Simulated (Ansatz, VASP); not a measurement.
**ZnSe: VASP beside Ansatz**

```xyz
2
Lattice="0.0000 2.8664 2.8664 2.8664 0.0000 2.8664 2.8664 2.8664 0.0000" Properties=species:S:1:pos:R:3 pbc="T T T"
Zn    0.0000    0.0000    0.0000
Se    1.4332    1.4332    1.4332
```

Alike in both runs: functional PBE; k mesh 8 × 8 × 8; occupations gaussian, width 0.02 eV; no spin polarisation.

Ansatz relaxed the structure, and its values are those at the end. VASP's run is a single point on that final structure, the one shown.

```csv
,VASP,Ansatz
version,VASP 6.6.1,Ansatz 0.2.0
potentials or method,"VASP PAW PBE potentials, release 64 (Zn, Se), cutoff 500 eV","scalar-relativistic, plane waves, PAW"
valence electrons in the cell,18,28
```

|  | VASP | Ansatz | Ansatz less VASP |
| --- | --- | --- | --- |
| gap on the k mesh at the Fermi level (eV) | 1.15 | 1.15 | -0.001 |
| least direct gap on the mesh (eV) | 1.15 | 1.15 | -0.001 |
| pressure (GPa) | 0.2 | 0.0 | -0.20 |

With one functional, cell and mesh, what is left measures potentials, basis and numerics. VASP's potentials hold 18 valence electrons a cell and Ansatz's 28, so a difference there can come from the potentials and not from the codes.
